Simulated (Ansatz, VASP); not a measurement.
**Two plane-wave programs on Nb**

```
Nb
1.0
     2.82946    0.00000    0.00000
    -1.41473    2.45038    0.00000
     0.00000    0.00000   10.40880
Nb
4
Cartesian
  -1.4147 2.4504 10.4088
  -1.4147 2.4504 5.2044
  0.0000 1.6336 2.6022
  1.4147 0.8168 7.8066
```

Alike in both runs: functional PBEsol; k mesh 12 × 12 × 4; occupations fermi-dirac, width 0.1 eV; no spin polarisation.

Ansatz relaxed the structure, and its values are those at the end. VASP's run is a single point on that final structure, the one shown.

|  | VASP | Ansatz |
| --- | --- | --- |
| version | VASP 6.6.1 | Ansatz 0.2.0 |
| potentials or method | VASP PAW PBE potentials, release 64 (Nb_sv), cutoff 520 eV | plane waves (420 eV) with PAW, scalar-relativistic |
| valence electrons in the cell | 52 | 52 |

Ansatz gave:

```
pressure (GPa) : 0.0
```

**Question.** Estimate VASP's values.

**Answer.** Pressure (GPa): -0.3.

VASP's potentials were made for PBE, not for PBEsol, and Ansatz warns of the same on its side.
